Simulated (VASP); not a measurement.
# CaTa (Pm-3m) in VASP: notebook

Runs on CaTa. Level: PBE. Tasks: single point, relaxation of cell and atoms.

Program: VASP 6.6.1. These are calculated values, not measurements. Logs are shortened: lines on timing, memory, paths and dates and some standing lists are left out, and cuts for length are marked.

### 1 The cell of the first run

It takes space group Pm-3m (No. 221, cubic). Conventional cell: a = 3.586 Å, b = 3.586 Å, c = 3.586 Å, α = 90.00°, β = 90.00°, γ = 90.00°. Within 4.1 Å of Ca (site symmetry m-3m) lie 8 Ta at 3.11 Å and 6 Ca at 3.59 Å. Within 4.1 Å of Ta (site symmetry m-3m) lie 8 Ca at 3.11 Å and 6 Ta at 3.59 Å.

### 2 Single point, PBE

Input file INCAR:

```
PREC     = Accurate       # precision mode
ENCUT    = 500            # plane-wave cutoff, eV
EDIFF    = 1E-6           # SCF threshold, eV
ISMEAR   = 0              # smearing method
SIGMA    = 0.1            # smearing width, eV
LREAL    = F              # projectors in reciprocal space
LASPH    = T              # aspherical terms in the spheres
NELM     = 120            # most SCF steps
ALGO     = Normal         # electronic algorithm
ISIF     = 2              # what is computed and relaxed
LWAVE    = F              # write WAVECAR
LCHARG   = T              # write CHGCAR
GGA      = PE             # functional
LELF     = T              # ELF
LVHAR    = T            
NBANDS   = 18             # bands
GGA_COMPAT= F
```

Input file KPOINTS:

```
Automatic mesh
0
Gamma
  6 6 6
```

Input file POSCAR:

```
CaTa
1.0
    3.5855755749      0.0000000000      0.0000000000
    0.0000000000      3.5855755749      0.0000000000
    0.0000000000      0.0000000000      3.5855755749
Ca Ta
1 1
Direct
    0.0000000000      0.0000000000      0.0000000000
    0.5000000000      0.5000000000      0.5000000000
```

Potentials or basis: VASP PAW PBE potentials, release 64 (Ca_sv, Ta_pv).

Run with:

```console
$ cat potpaw_PBE.64/Ca_sv/POTCAR potpaw_PBE.64/Ta_pv/POTCAR > POTCAR
$ mpirun -np 1 vasp_std > vasp.out
```

OUTCAR:

```text
PREC = Accurate
   ENCUT = 500
   EDIFF = 1E-6
   ISMEAR = 0
   LREAL = F
   LASPH = T
   NELM = 120
   ISIF = 2
   GGA = PE

 ion  position               nearest neighbor table
   1  0.000  0.000  0.000-   2 3.11   2 3.11   2 3.11   2 3.11   2 3.11   2 3.11   2 3.11   2 3.11

   2  0.500  0.500  0.500-   1 3.11   1 3.11   1 3.11   1 3.11   1 3.11   1 3.11   1 3.11   1 3.11

  LATTYP: Found a simple cubic cell.
 ALAT       =     3.5855755749

  Lattice vectors:

 A1 = (   3.5855755749,   0.0000000000,   0.0000000000)
 A2 = (   0.0000000000,   3.5855755749,   0.0000000000)
 A3 = (   0.0000000000,   0.0000000000,   3.5855755749)

Analysis of symmetry for initial positions (statically):
=====================================================================
 Subroutine PRICEL returns:
 Original cell was already a primitive cell.

 Routine SETGRP: Setting up the symmetry group for a
 simple cubic supercell.

 Subroutine GETGRP returns: Found 48 space group operations
 (whereof 48 operations were pure point group operations)
 out of a pool of 48 trial point group operations.

The static configuration has the point symmetry O_h .

Analysis of symmetry for dynamics (positions and initial velocities):
=====================================================================
 Subroutine PRICEL returns:
 Original cell was already a primitive cell.

 Routine SETGRP: Setting up the symmetry group for a
 simple cubic supercell.

 Subroutine GETGRP returns: Found 48 space group operations
 (whereof 48 operations were pure point group operations)
 out of a pool of 48 trial point group operations.

The dynamic configuration has the point symmetry O_h .

 Subroutine INISYM returns: Found 48 space group operations
 (whereof 48 operations are pure point group operations),
 and found     1 'primitive' translations

----------------------------------------------------------------------------------------

                                     Primitive cell

  volume of cell :      46.0974

  direct lattice vectors                    reciprocal lattice vectors
     3.585575575  0.000000000  0.000000000     0.278895251  0.000000000  0.000000000
     0.000000000  3.585575575  0.000000000     0.000000000  0.278895251  0.000000000
     0.000000000  0.000000000  3.585575575     0.000000000  0.000000000  0.278895251

  length of vectors
     3.585575575  3.585575575  3.585575575     0.278895251  0.278895251  0.278895251

  position of ions in fractional coordinates (direct lattice)
     0.000000000  0.000000000  0.000000000
     0.500000000  0.500000000  0.500000000

  ion indices of the primitive-cell ions
   primitive index   ion index
                 1           1
                 2           2

----------------------------------------------------------------------------------------

 KPOINTS: Automatic mesh

Automatic generation of k-mesh.
 Grid dimensions read from file:
 generate k-points for:    6    6    6

 Generating k-lattice:

  Cartesian coordinates                     Fractional coordinates (reciprocal lattice)
     0.046482542  0.000000000  0.000000000     0.166666667  0.000000000  0.000000000
     0.000000000  0.046482542  0.000000000     0.000000000  0.166666667  0.000000000
     0.000000000  0.000000000  0.046482542     0.000000000  0.000000000  0.166666667

  Length of vectors
     0.046482542  0.046482542  0.046482542

  Shift w.r.t. Gamma in fractional coordinates (k-lattice)
     0.000000000  0.000000000  0.000000000

 Subroutine IBZKPT returns following result:
 ===========================================

 Found     20 irreducible k-points:

 Following reciprocal coordinates:
            Coordinates               Weight
  0.000000  0.000000  0.000000      1.000000
  0.166667  0.000000  0.000000      6.000000
  0.333333  0.000000  0.000000      6.000000
  0.500000  0.000000  0.000000      3.000000
  0.166667  0.166667  0.000000     12.000000
  0.333333  0.166667  0.000000     24.000000
[... 12 lines left out ...]
  0.500000  0.500000  0.333333      6.000000
  0.500000  0.500000  0.500000      1.000000
   k-points           NKPTS =     20   k-points in BZ     NKDIM =     20   number of bands    NBANDS=     18
   number of dos      NEDOS =    301   number of ions     NIONS =      2
   total plane-waves  NPLWV =  21952
   dimension x,y,z NGX =    28 NGY =   28 NGZ =   28
   dimension x,y,z NGXF=    56 NGYF=   56 NGZF=   56
   ions per type =               1   1
   NGX,Y,Z   is equivalent  to a cutoff of  12.98, 12.98, 12.98 a.u.
   NGXF,Y,Z  is equivalent  to a cutoff of  25.96, 25.96, 25.96 a.u.
 SYSTEM =  unknown system
   PREC   = accura    normal or accurate (medium, high low for compatibility)
   ISTART =      0    job   : 0-new  1-cont  2-samecut
   ICHARG =      2    charge: 1-file 2-atom 10-const
   ISPIN  =      1    spin polarized calculation?
   LNONCOLLINEAR =      F non collinear calculations
   LSORBIT =      F    spin-orbit coupling
   LASPH  =      T    aspherical Exc in radial PAW
   ENCUT  =  500.0 eV  36.75 Ry    6.06 a.u.   6.54  6.54  6.54*2*pi/ulx,y,z
   NELM   =    120;   NELMIN=  2; NELMDL= -5     # of ELM steps
   EDIFF  = 0.1E-05   stopping-criterion for ELM
   LREAL  =      F    real-space projection
[... 7 lines left out ...]
   TEBEG  =    0.0;   TEEND  =   0.0 temperature during run
   PSTRESS=    0.0 pullay stress
   NELECT =      21.0000    total number of electrons
   NUPDOWN=      -1.0000    fix difference up-down
   EMIN   =  10.00;   EMAX   =-10.00  energy-range for DOS
   EFERMI =   0.00;   METHOD = LEGACY
   ISMEAR =     0;   SIGMA  =   0.10  broadening in eV -4-tet -1-fermi 0-gaus
   EFERMI_NEDOS =   21; number of points for ismear=-14 and -15
   IALGO  =     38    algorithm
   IMIX   =      4    mixing-type and parameters
     AMIX     =   0.40;   BMIX     =  1.00
     AMIX_MAG =   1.60;   BMIX_MAG =  1.00
  volume/ion in A,a.u.               =      23.05       155.54
  Fermi-wavevector in a.u.,A,eV,Ry     =   1.259667  2.380425 21.589190  1.586761
  Thomas-Fermi vector in A             =   2.393215
   LORBIT       =      0    0 simple, 1 ext, 2 COOP (PROOUT), +10 PAW based schemes
   GGA     = PE    functional components
   LHFCALC =     F    Hartree Fock is set to
   AEXX    =    0.0000 exact exchange contribution
   IVDW    =     0    specifies the selected vdW correction
   LEPSILON=     F    determine dielectric tensor
   LRPA    =     F    only Hartree local field effects (RPA)
 non-spin polarized calculation
 Gauss-broadening in eV      SIGMA  =   0.10
  energy-cutoff  :      500.00
  volume of cell :       46.10
 maximum number of plane-waves:      1189
 NGX is ok and might be reduce to    28
   NGX = 13   NGY = 13   NGZ = 13

 number of electron      21.0000004 magnetization

 Free energy of the ion-electron system (eV)
  ---------------------------------------------------
  ext. energy  EPLUGINS =         0.00000000
  ---------------------------------------------------
  free energy    TOTEN  =       -10.94288546 eV

  energy without entropy =      -10.90499716  energy(sigma->0) =      -10.92394131

 E-fermi :   4.1590     XC(G=0): -10.6389

 val. band max:        4.1522024817   @ k =   0.3333   0.3333   0.1667
 cond. band min:       4.1611381419   @ k =   0.5000   0.3333   0.1667
 fundamental gap:      0.0089356602
 Fermi energy:         4.1589863667

 k-point     1 :       0.0000    0.0000    0.0000
  band No.  band energies     occupation
      1     -35.4207      2.00000
      2     -30.4545      2.00000
      3     -30.4545      2.00000
      4     -30.4545      2.00000
      5     -16.4460      2.00000
      6     -16.4460      2.00000
[... 10 lines left out ...]
     17      11.0603      0.00000
     18      11.0603      0.00000

 k-point     2 :       0.1667    0.0000    0.0000
  band No.  band energies     occupation
      1     -35.4177      2.00000
      2     -30.4718      2.00000
      3     -30.4525      2.00000
      4     -30.4525      2.00000
      5     -16.5115      2.00000
      6     -16.4446      2.00000
[... 10 lines left out ...]
     17       9.4330      0.00000
     18      10.5287      0.00000

 k-point     3 :       0.3333    0.0000    0.0000
  band No.  band energies     occupation
      1     -35.4116      2.00000
      2     -30.5061      2.00000
      3     -30.4485      2.00000
      4     -30.4485      2.00000
      5     -16.6395      2.00000
      6     -16.4416      2.00000
[... 10 lines left out ...]
     17       8.2803      0.00000
     18      10.1633      0.00000

 k-point     4 :       0.5000    0.0000    0.0000
  band No.  band energies     occupation
      1     -35.4086      2.00000
      2     -30.5232      2.00000
      3     -30.4465      2.00000
      4     -30.4465      2.00000
      5     -16.7020      2.00000
      6     -16.4402      2.00000
[... 10 lines left out ...]
     17       7.8811      0.00000
     18       9.8348      0.00000

 k-point     5 :       0.1667    0.1667    0.0000
  band No.  band energies     occupation
      1     -35.4140      2.00000
      2     -30.4730      2.00000
      3     -30.4682      2.00000
      4     -30.4506      2.00000
      5     -16.5175      2.00000
      6     -16.4944      2.00000
[... 10 lines left out ...]
     17       8.9239      0.00000
     18      11.1025      0.00000

 k-point     6 :       0.3333    0.1667    0.0000
  band No.  band energies     occupation
      1     -35.4067      2.00000
      2     -30.5068      2.00000
      3     -30.4682      2.00000
      4     -30.4467      2.00000
      5     -16.6270      2.00000
      6     -16.4939      2.00000
[... 223 lines left out ...]
 k-point    17 :       0.3333    0.3333    0.3333
  band No.  band energies     occupation
      1     -35.3827      2.00000
      2     -30.5026      2.00000
      3     -30.5026      2.00000
      4     -30.5025      2.00000
      5     -16.5883      2.00000
      6     -16.5883      2.00000
[... 10 lines left out ...]
     17      10.0852      0.00000
     18      10.9009      0.00000

 k-point    18 :       0.5000    0.3333    0.3333
  band No.  band energies     occupation
      1     -35.3779      2.00000
      2     -30.5222      2.00000
      3     -30.5016      2.00000
      4     -30.5001      2.00000
      5     -16.6399      2.00000
      6     -16.5884      2.00000
[... 10 lines left out ...]
     17      10.7759      0.00000
     18      11.0697      0.00000

 k-point    19 :       0.5000    0.5000    0.3333
  band No.  band energies     occupation
      1     -35.3733      2.00000
      2     -30.5205      2.00000
      3     -30.5205      2.00000
      4     -30.4985      2.00000
      5     -16.6364      2.00000
      6     -16.6364      2.00000
[... 10 lines left out ...]
     17      10.5047      0.00000
     18      11.0290      0.00000

 k-point    20 :       0.5000    0.5000    0.5000
  band No.  band energies     occupation
      1     -35.3690      2.00000
      2     -30.5179      2.00000
      3     -30.5179      2.00000
      4     -30.5179      2.00000
      5     -16.6372      2.00000
      6     -16.6372      2.00000
[... 10 lines left out ...]
     17      11.0583      0.00000
     18      11.0583      0.00000

------------------------ aborting loop because EDIFF is reached ----------------------------------------

  FORCE on cell =-STRESS in cart. coord.  units (eV):
  Direction    XX          YY          ZZ          XY          YZ          ZX
  --------------------------------------------------------------------------------------
  -------------------------------------------------------------------------------------
  Total        1.3588329      1.3588329      1.3588329      0.0000000      0.0000000      0.0000000
  in kB       47.2280471     47.2280471     47.2280471      0.0000000      0.0000000      0.0000000
  external PRESSURE =      47.2280471 kB  Pullay stress =       0.0000000 kB

 VOLUME and BASIS-vectors are now :
 -----------------------------------------------------------------------------
  energy-cutoff  :      500.00
  volume of cell :       46.10
      direct lattice vectors                 reciprocal lattice vectors
     3.585575575  0.000000000  0.000000000     0.278895251  0.000000000  0.000000000
     0.000000000  3.585575575  0.000000000     0.000000000  0.278895251  0.000000000
     0.000000000  0.000000000  3.585575575     0.000000000  0.000000000  0.278895251

 POSITION                                       TOTAL-FORCE (eV/Angst)
 -----------------------------------------------------------------------------------
      0.00000      0.00000      0.00000         0.000000      0.000000      0.000000
      1.79279      1.79279      1.79279         0.000000      0.000000      0.000000
 -----------------------------------------------------------------------------------
    total drift:                                0.000000      0.000000      0.000000

  FREE ENERGIE OF THE ION-ELECTRON SYSTEM (eV)
  ---------------------------------------------------
  free  energy   TOTEN  =       -10.9428854631 eV

  energy  without entropy=      -10.9049971575  energy(sigma->0) =      -10.92394131
```

Run time: 30 s. Hardware: 1 thread of Intel Xeon 8259CL, shared host; peak memory 0.16 GiB.

Results:

```
Free energy            : -10.9429 eV
Pressure               : 4.7 GPa
Band gap on the k mesh : zero (an odd number of electrons rules out a gap without spin polarisation)
```

Levels at points of the mesh, in eV from the Fermi level:
```tsv
k point	band 8	band 9	band 10	band 11	band 12	band 13
(0.00, 0.00, 0.00)	-5.92	-2.07	-2.07	1.37	1.37	1.37
(0.50, 0.00, 0.00)	-3.35	-1.69	-0.94	0.76	0.76	2.01
(0.50, 0.50, 0.00)	-2.88	-2.23	-0.12	-0.12	1.29	1.29
(0.50, 0.50, 0.50)	-0.89	-0.89	-0.89	0.65	0.65	0.65
```

Caveat: the cell stands under pressure; spin-orbit coupling is left out, which moves the levels of the heavy elements.

### 3 Single point, PBE

This run uses another cell than the first one, of 24.82 Å³/atom.

Input file INCAR:

```
SYSTEM = CaTa
ALGO     = Normal         ! electronic algorithm
EDIFF    = 1E-6           ! SCF threshold, eV
ENCUT    = 500            ! plane-wave cutoff, eV
GGA      = PE             ! functional
GGA_COMPAT= .False.      
ISIF     = 2              ! what is computed and relaxed
ISMEAR   = 0              ! smearing method
LASPH    = .True.         ! aspherical terms in the spheres
LCHARG   = .True.         ! write CHGCAR
LELF     = .True.         ! ELF
LREAL    = .False.        ! projectors in reciprocal space
LVHAR    = .True.       
LWAVE    = .False.        ! write WAVECAR
NBANDS   = 18             ! bands
NELM     = 120            ! most SCF steps
PREC     = Accurate       ! precision mode
SIGMA    = 0.1            ! smearing width, eV
```

Input file KPOINTS:

```
k-points
0
Gamma
  6 6 6
  0 0 0
```

Input file POSCAR:

```
CaTa
1.0
    3.6753728606      0.0000000000      0.0000000000
    0.0000000000      3.6753728606      0.0000000000
    0.0000000000      0.0000000000      3.6753728606
Ca Ta
1 1
Direct
    0.0000000000      0.0000000000      0.0000000000
    0.5000000000      0.5000000000      0.5000000000
```

Potentials or basis: VASP PAW PBE potentials, release 64 (Ca_sv, Ta_pv).

Run with:

```console
$ cat potpaw_PBE.64/Ca_sv/POTCAR potpaw_PBE.64/Ta_pv/POTCAR > POTCAR
$ mpirun -np 1 vasp_std > vasp.out
```

Wall time 31 s (1 thread of Intel Xeon 8259CL, shared host); peak memory 0.17 GiB.

Results (log left out):

```
Free energy            : -10.9933 eV
Pressure               : -0.1 GPa
Band gap on the k mesh : zero (an odd number of electrons rules out a gap without spin polarisation)
```

Levels at points of the mesh, in eV from the Fermi level:
```tsv
k point	band 6	band 7	band 8	band 9	band 10	band 11	band 12	band 13	band 14	band 15
(0.00, 0.00, 0.00)	-20.80	-20.80	-5.75	-1.84	-1.84	1.27	1.27	1.27	4.58	4.58
(0.50, 0.00, 0.00)	-20.80	-20.80	-3.34	-1.72	-0.82	0.67	0.67	1.81	2.32	2.80
(0.50, 0.50, 0.00)	-20.95	-20.78	-2.72	-2.08	-0.07	-0.07	1.05	1.05	2.63	2.78
(0.50, 0.50, 0.50)	-20.95	-20.95	-0.89	-0.89	-0.89	0.64	0.64	0.64	2.87	2.87
```

Caveat: spin-orbit coupling is left out, which moves the levels of the heavy elements.

### 4 Relaxation of cell and atoms, PBE

Input file INCAR:

```
  PREC = Accurate
  ENCUT = 500
  EDIFF = 1E-7
  ISMEAR = 0
  SIGMA = 0.1
  LREAL = False
  LASPH = True
  NELM = 120
  ALGO = Normal
  ISIF = 3
  LWAVE = False
  LCHARG = False
  GGA = PE
  IBRION = 2
  NSW = 90
  EDIFFG = -0.04
  GGA_COMPAT = False
  NELMIN = 4
```

Input file KPOINTS:

```
Automatic mesh
0
Gamma
  6 6 6
```

Input file POSCAR:

```
CaTa
1.0
    3.5855755749      0.0000000000      0.0000000000
    0.0000000000      3.5855755749      0.0000000000
    0.0000000000      0.0000000000      3.5855755749
Ca Ta
1 1
Direct
    0.0000000000      0.0000000000      0.0000000000
    0.5000000000      0.5000000000      0.5000000000
```

Run with:

```console
$ cat potpaw_PBE.64/Ca_sv/POTCAR potpaw_PBE.64/Ta_pv/POTCAR > POTCAR
$ mpirun -np 1 vasp_std > vasp.out
```

Run time: 70 s. Hardware: 1 thread of Intel Xeon 8259CL, shared host; peak memory 0.17 GiB.

Results (log left out):

* Free energy: -10.9921 eV
* Relaxed volume: 24.79 Å³/atom
* Relaxed cell: a = 3.674 Å, b = 3.674 Å, c = 3.674 Å, α = 90.00°, β = 90.00°, γ = 90.00°
* Space group after relaxing (to 0.1 Å): Pm-3m (No. 221)
* Energy gained by relaxing: 24.6 meV/atom
* Ionic steps: 3
* Pressure after relaxing: 0.0 GPa
* Band gap on the k mesh: zero (an odd number of electrons rules out a gap without spin polarisation)

The path:
```
step  energy change (eV)  largest force (eV/Å)  pressure (GPa)  volume (Å³)
   1              0.0000                0.0000            4.73        46.10
   2             -0.0441                0.0000           -1.33        50.79
   3             -0.0492                0.0000            0.01        49.59
```

Final structure:
```
Ca Ta
1.0
     3.67386    0.00000    0.00000
     0.00000    3.67386    0.00000
     0.00000    0.00000    3.67386
Ca Ta
1 1
Direct
  0.00000 0.00000 0.00000
  0.50000 0.50000 0.50000
```

Levels at points of the mesh, in eV from the Fermi level:
| k point | band 7 | band 8 | band 9 | band 10 | band 11 | band 12 | band 13 | band 14 |
| --- | --- | --- | --- | --- | --- | --- | --- | --- |
| (0.00, 0.00, 0.00) | -20.80 | -5.76 | -1.84 | -1.84 | 1.27 | 1.27 | 1.27 | 4.59 |
| (0.50, 0.00, 0.00) | -20.80 | -3.34 | -1.72 | -0.82 | 0.67 | 0.67 | 1.82 | 2.32 |
| (0.50, 0.50, 0.00) | -20.78 | -2.72 | -2.09 | -0.07 | -0.07 | 1.05 | 1.05 | 2.64 |
| (0.50, 0.50, 0.50) | -20.95 | -0.89 | -0.89 | -0.89 | 0.64 | 0.64 | 0.64 | 2.87 |

Caveat: spin-orbit coupling is left out, which moves the levels of the heavy elements.

[end of part 1 of 2]
